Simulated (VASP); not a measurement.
ScAl, 2 atoms in the cell. It takes space group Pm-3m (No. 221, cubic). Conventional cell: a = 3.362 Å, b = 3.362 Å, c = 3.362 Å, α = 90.00°, β = 90.00°, γ = 90.00°. Sc (site symmetry m-3m) has 8 Al at 2.91 Å and 6 Sc at 3.36 Å within 3.8 Å. Al (site symmetry m-3m) has 8 Sc at 2.91 Å and 6 Al at 3.36 Å within 3.8 Å.  This cell differs from its parent crystal: volume scaled by 1.015.

```yaml
Program: VASP 6.6.1
Task: vibrations by perturbation theory
Functional: PBEsol
Potentials_or_basis: VASP PAW PBE potentials, release 64 (Sc_sv, Al)
Cutoff: 520 eV
k_mesh: 12 × 12 × 12
Occupations: fermi-dirac, width 0.08 eV
Spin: no spin polarisation
Dipole_correction: no
Further_INCAR_settings: ALGO = Normal; EDIFF = 1e-08; IBRION = 8; NSW = 1
```

Potentials or basis: VASP PAW PBE potentials, release 64 (Sc_sv, Al).

Run with:

```bash
$ cat potpaw_PBE.64/Sc_sv/POTCAR potpaw_PBE.64/Al/POTCAR > POTCAR
$ mpirun -np 1 vasp_std > vasp.out
```

Hardware: 1 thread of Intel(R) Xeon(R) 6975P-C (Granite Rapids), with other jobs on the host.

Problem. How long does it take, and how much memory?

Solution. Run time: 2.3 min on 1 thread of Intel(R) Xeon(R) 6975P-C (Granite Rapids), on a shared host, peak memory 0.35 GiB. Counts: scf iterations 45, k points 84.
